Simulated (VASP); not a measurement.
A run of VASP 6.6.1:

The input INCAR:

```
  ALGO = Normal
  EDIFF = 1E-7
  ENCUT = 520
  GGA = PS
  ISIF = 2
  ISMEAR = 0
  LASPH = T
  LCHARG = T
  LELF = T
  LREAL = F
  LVHAR = T
  LWAVE = F
  NBANDS = 24
  NELM = 100
  PREC = Accurate
  SIGMA = 0.1
```

KPOINTS

```
k-points
0
Gamma
  12 12 10
```

POSCAR

```
TePt
1.0
    4.2231471745      0.0000000000      0.0000000000
   -2.1115735872      3.6573527370      0.0000000000
    0.0000000000      0.0000000000      5.4862327676
Te Pt
2 2
Direct
    0.3333333333      0.6666666667      0.2500000000
    0.6666666667      0.3333333333      0.7500000000
    0.0000000000      0.0000000000      0.0000000000
    0.0000000000      0.0000000000      0.5000000000
```

Potentials or basis: VASP PAW PBE potentials, release 64 (Te, Pt).

Command:

```sh
$ cat potpaw_PBE.64/Te/POTCAR potpaw_PBE.64/Pt/POTCAR > POTCAR
$ mpirun -np 1 vasp_std > vasp.out
```

Hardware: 1 thread of Intel(R) Xeon(R) Platinum 8488C (Sapphire Rapids), with other jobs on the host.

**Question.** Estimate the wall time of this run.

**Answer.** Wall time 2.4 min on 1 thread of Intel(R) Xeon(R) Platinum 8488C (Sapphire Rapids) (shared host), peak memory 0.35 GiB. Counts: scf iterations 15, k points 114.
